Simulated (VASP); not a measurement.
Input of a VASP 6.6.1 run:

INCAR

```
  PREC = Accurate
  ENCUT = 520
  EDIFF = 1E-7
  ISMEAR = -1
  SIGMA = 0.05
  LREAL = F
  LASPH = T
  NELM = 150
  ALGO = Fast
  ISIF = 2
  LWAVE = F
  LCHARG = F
  ISPIN = 2
  MAGMOM = 2 2
  LORBIT = 11
  LMAXMIX = 4
  GGA = PS
  NBANDS = 20
```

The input KPOINTS:

```
Automatic mesh
0
Gamma
  12 12 7
```

File POSCAR:

```
Co
1.0
    2.4970969924      0.0000000000      0.0000000000
   -1.2485484962      2.1625494311      0.0000000000
    0.0000000000      0.0000000000      3.9407211984
Co
2
Direct
    0.6666666667      0.3333333333      0.7500000000
    0.3333333333      0.6666666667      0.2500000000
```

Potentials or basis: VASP PAW PBE potentials, release 64 (Co).

Command:

```sh
$ cat potpaw_PBE.64/Co/POTCAR > POTCAR
$ mpirun -np 1 vasp_std > vasp.out
```

**Question.** Predict the net moment.

**Answer.** 3.18 μB per cell.

**Question.** Estimate the site moments.

**Answer.** Co +1.60 μB.

**Question.** Predict the pressure.

**Answer.** -6.3 GPa.

Stress tensor (GPa, compression positive):
```
-8.41  0.00  0.00
 0.00 -8.41  0.00
 0.00  0.00 -2.15
```

Caveat: the PAW data sets were made with another functional, which shifts forces and pressure a little.
